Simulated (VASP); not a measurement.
# Cu (Cmcm) in VASP: vibrations by perturbation theory with PBEsol

Aim: the vibrations by perturbation theory of Cu with PBEsol.

Program: VASP 6.6.1. These are calculated values, not measurements. Logs are shortened: lines on timing, memory, paths and dates and some standing lists are left out, and cuts for length are marked.

### Step 1. The cell of the first run

The structure is orthorhombic, space group Cmcm (No. 63). The conventional cell has a = 2.437 Å, b = 7.953 Å, c = 2.475 Å, α = 90.00°, β = 90.00°, γ = 90.00°. Within 3.2 Å of Cu (site symmetry m2m) lie 10 Cu at 2.44 to 2.54 Å.

### Step 2. Vibrations by perturbation theory, PBEsol

INCAR

```
  ALGO = Normal
  EDIFF = 1E-8
  ENCUT = 520
  GGA = PS
  IBRION = 8
  ISIF = 2
  ISMEAR = -1
  LASPH = T
  LCHARG = F
  LREAL = F
  LWAVE = F
  NELM = 60
  NSW = 1
  PREC = Accurate
  SIGMA = 0.1
```

KPOINTS

```
k-points
0
Gamma
  6 6 6
```

POSCAR

```
Cu
1.0
    1.2184640000     -3.9763780000      0.0000000000
    1.2184640000      3.9763780000      0.0000000000
    0.0000000000      0.0000000000      2.4754960000
Cu
2
Direct
    0.1338670000      0.8661330000      0.2500000000
    0.8661330000      0.1338670000      0.7500000000
```

Potentials or basis: VASP PAW PBE potentials, release 64 (Cu).

Launch:

```bash
$ cat potpaw_PBE.64/Cu/POTCAR > POTCAR
$ mpirun -np 1 vasp_std > vasp.out
```

OUTCAR:

```text
EDIFF = 1E-8
   ENCUT = 520
   GGA = PS
   IBRION = 8
   ISIF = 2
   ISMEAR = -1
   LASPH = T
   LREAL = F
   NELM = 60
   NSW = 1
   PREC = Accurate

 ion  position               nearest neighbor table
   1  0.134  0.866  0.250-   2 2.46   2 2.46   2 2.54   2 2.54   2 2.54   2 2.54
   2  0.866  0.134  0.750-   1 2.46   1 2.46   1 2.54   1 2.54   1 2.54   1 2.54

  LATTYP: Found a base centered orthorhombic cell.
 ALAT       =     2.4369280000
 B/A-ratio  =     3.2634349476
 C/A-ratio  =     1.0158264832

  Lattice vectors:

 A1 = (   1.2184640000,  -3.9763780000,   0.0000000000)
 A2 = (   1.2184640000,   3.9763780000,   0.0000000000)
 A3 = (   0.0000000000,   0.0000000000,   2.4754960000)

Analysis of symmetry for initial positions (statically):
=====================================================================
 Subroutine PRICEL returns:
 Original cell was already a primitive cell.

 Routine SETGRP: Setting up the symmetry group for a
 base centered orthorhombic supercell.

 Subroutine GETGRP returns: Found  8 space group operations
 (whereof  4 operations were pure point group operations)
 out of a pool of  8 trial point group operations.

The static configuration has the point symmetry C_2h.
 The point group associated with its full space group is D_2h.

Analysis of symmetry for dynamics (positions and initial velocities):
=====================================================================
 Subroutine PRICEL returns:
 Original cell was already a primitive cell.

 Routine SETGRP: Setting up the symmetry group for a
 base centered orthorhombic supercell.

 Subroutine GETGRP returns: Found  8 space group operations
 (whereof  4 operations were pure point group operations)
 out of a pool of  8 trial point group operations.

The dynamic configuration has the point symmetry C_2h.
 The point group associated with its full space group is D_2h.

 Subroutine INISYM returns: Found  8 space group operations
 (whereof  4 operations are pure point group operations),
 and found     1 'primitive' translations

----------------------------------------------------------------------------------------

                                     Primitive cell

  volume of cell :      23.9879

  direct lattice vectors                    reciprocal lattice vectors
     1.218464000 -3.976378000  0.000000000     0.410352706 -0.125742573  0.000000000
     1.218464000  3.976378000  0.000000000     0.410352706  0.125742573  0.000000000
     0.000000000  0.000000000  2.475496000     0.000000000  0.000000000  0.403959449

  length of vectors
     4.158874429  4.158874429  2.475496000     0.429185902  0.429185902  0.403959449

  position of ions in fractional coordinates (direct lattice)
     0.133867000  0.866133000  0.250000000
     0.866133000  0.133867000  0.750000000

  ion indices of the primitive-cell ions
   primitive index   ion index
                 1           1
                 2           2

----------------------------------------------------------------------------------------

 KPOINTS: k-points

Automatic generation of k-mesh.
 Grid dimensions read from file:
 generate k-points for:    6    6    6

 Generating k-lattice:

  Cartesian coordinates                     Fractional coordinates (reciprocal lattice)
     0.068392118 -0.020957095  0.000000000     0.166666667  0.000000000  0.000000000
[... 109 lines left out ...]

 val. band max:        7.2409345285   @ k =   0.5000   0.3333   0.3333
 cond. band min:       7.3351561426   @ k =  -0.3333   0.3333   0.3333
 fundamental gap:      0.0942216141
 Fermi energy:         7.3138379131

 k-point     1 :       0.0000    0.0000    0.0000
  band No.  band energies     occupation
      1      -2.0697      2.00000
      2       2.2283      2.00000
      3       2.9741      2.00000
      4       3.4543      2.00000
      5       4.1765      2.00000
      6       4.4410      2.00000
      7       4.8664      2.00000
      8       5.1760      2.00000
      9       5.3584      2.00000
     10       5.4977      2.00000
     11       5.7558      2.00000
     12       7.1255      1.73603
     13      11.9869      0.00000
     14      21.9234      0.00000
[... 401 lines left out ...]
      2       2.0693      2.00000
      3       3.1860      2.00000
      4       3.5659      2.00000
      5       3.8165      2.00000
      6       4.2090      2.00000
      7       4.4678      2.00000
      8       4.8053      2.00000
      9       5.0526      2.00000
     10       5.2569      2.00000
     11       5.6394      2.00000
     12       6.1566      1.99998
     13      18.0916      0.00000
     14      19.7012      0.00000
     15      20.5768      0.00000

 [... further k-points ...]

------------------------ aborting loop because EDIFF is reached ----------------------------------------

  FORCE on cell =-STRESS in cart. coord.  units (eV):
  Direction    XX          YY          ZZ          XY          YZ          ZX
  --------------------------------------------------------------------------------------
  -------------------------------------------------------------------------------------
  Total       -0.3024997      0.0412859     -0.1493628      0.0000000      0.0000000      0.0000000
  in kB      -20.2042623      2.7575296     -9.9760930      0.0000000      0.0000000      0.0000000
  external PRESSURE =      -9.1409419 kB  Pullay stress =       0.0000000 kB

 VOLUME and BASIS-vectors are now :
 -----------------------------------------------------------------------------
  energy-cutoff  :      520.00
  volume of cell :       23.99
      direct lattice vectors                 reciprocal lattice vectors
     1.218464000 -3.976378000  0.000000000     0.410352706 -0.125742573  0.000000000
     1.218464000  3.976378000  0.000000000     0.410352706  0.125742573  0.000000000
     0.000000000  0.000000000  2.475496000     0.000000000  0.000000000  0.403959449

 POSITION                                       TOTAL-FORCE (eV/Angst)
 -----------------------------------------------------------------------------------
      1.21846      2.91177      0.61887         0.000000      0.004911      0.000000
      1.21846     -2.91177      1.85662         0.000000     -0.004911      0.000000
 -----------------------------------------------------------------------------------
    total drift:                                0.000000     -0.000000      0.000000

  FREE ENERGIE OF THE ION-ELECTRON SYSTEM (eV)
  ---------------------------------------------------
  free  energy   TOTEN  =        -8.2902415659 eV

  energy  without entropy=       -8.2638069201  energy(sigma->0) =       -8.27702424

[... ionic steps 2 to 3 ...]

--------------------------------------- Ionic step        4  -------------------------------------------

------------------------ aborting loop because EDIFF is reached ----------------------------------------

--------------------------------------- Ionic step        5  -------------------------------------------

------------------------ aborting loop because EDIFF is reached ----------------------------------------

--------------------------------------- Ionic step        6  -------------------------------------------

 Free energy of the ion-electron system (eV)
  ---------------------------------------------------
  ---------------------------------------------------
  free energy    TOTEN  =        -0.23342727 eV

  energy without entropy =       -0.23342727

------------------------ aborting loop because EDIFF is reached ----------------------------------------

 INTERNAL STRAIN TENSOR  FOR ION    1  DIRECTION 3   (eV/Angst):
 -----------------------------------------------------------------------------
    -0.01383  0.00000  0.00000
     0.00000  0.01492 -0.67141
     0.00000 -0.65887 -0.00570

 INTERNAL STRAIN TENSOR FOR ION    2 for displacements in x,y,z  (eV/Angst):
          X           Y           Z          XY          YZ          ZX
  --------------------------------------------------------------------------------
  x     0.00000     0.00000     0.00000     4.00613     0.00000     0.00000
  y     3.54246    -0.92776     1.04351     0.00000     0.00000     0.00000
  z     0.00000    -0.00000     0.00000     0.00000     0.65887     0.00000

 SECOND DERIVATIVES (NOT SYMMETRIZED)
 ------------------------------------
               1X          1Y          1Z          2X          2Y          2Z
  1X    -0.956002    0.000000    0.000000    0.956002    0.000000    0.000000
  1Y     0.000000   -7.790020    0.000000    0.000000    7.790020    0.000000
  1Z     0.000000    0.000000   -2.880766    0.000000   -0.000000    2.880766
  2X     0.956002    0.000000    0.000000   -0.956002    0.000000    0.000000
  2Y     0.000000    7.790020    0.000000    0.000000   -7.790020    0.000000
  2Z     0.000000   -0.000000    2.880766    0.000000    0.000000   -2.880766

 Eigenvectors and eigenvalues of the dynamical matrix
 ----------------------------------------------------

   1 f  =    7.740890 THz    48.637446 2PiTHz  258.208295 cm-1    32.013734 meV
             X         Y         Z           dx          dy          dz
      1.218464  2.911766  0.618874     0.000000   -0.707107   -0.000000
      1.218464 -2.911766  1.856622     0.000000    0.707107    0.000000
[... 11 lines left out ...]
   4 f  =    0.000000 THz     0.000000 2PiTHz    0.000000 cm-1     0.000000 meV
             X         Y         Z           dx          dy          dz
      1.218464  2.911766  0.618874     0.000000    0.707107    0.000000
      1.218464 -2.911766  1.856622     0.000000    0.707107    0.000000

   5 f/i=    0.000000 THz     0.000000 2PiTHz    0.000001 cm-1     0.000000 meV
             X         Y         Z           dx          dy          dz
      1.218464  2.911766  0.618874    -0.707107    0.000000    0.000000
      1.218464 -2.911766  1.856622    -0.707107    0.000000    0.000000

   6 f/i=    0.000000 THz     0.000000 2PiTHz    0.000001 cm-1     0.000000 meV
             X         Y         Z           dx          dy          dz
      1.218464  2.911766  0.618874     0.000000   -0.000000    0.707107
      1.218464 -2.911766  1.856622     0.000000    0.000000    0.707107

--------------------------------------------------------------------------------------------------------

 ELASTIC MODULI CONTR FROM IONIC RELAXATION (kBar)
 Direction    XX          YY          ZZ          XY          YZ          ZX
 --------------------------------------------------------------------------------
 XX        -107.5944     28.1786    -31.6944     -0.0000     -0.0000      0.0000
 YY          28.1786     -7.3799      8.3007      0.0000      0.0000      0.0000
 ZZ         -31.6944      8.3007     -9.3363     -0.0000     -0.0000      0.0000
 XY          -0.0000      0.0000     -0.0000  -1121.2686     -0.0000      0.0000
 YZ          -0.0000      0.0000     -0.0000     -0.0000    -10.0649      0.0000
 ZX           0.0000      0.0000      0.0000      0.0000      0.0000      0.0000
 --------------------------------------------------------------------------------
```

Wall time 4.3 min (1 thread of Intel Xeon 8259CL, shared host); peak memory 0.22 GiB.

What came out:

| Quantity | Value |
| --- | --- |
| Highest phonon frequency at Γ | 258 cm⁻¹ |

Phonon frequencies in cm⁻¹ (negative: imaginary):
```tsv
q point	frequencies
(0.000, 0.000, 0.000)	0 0 0 90 157 258
```

Caveat: the k points lie up to 0.45 Å⁻¹ apart; the PAW data sets were made with another functional, which shifts forces and pressure a little.
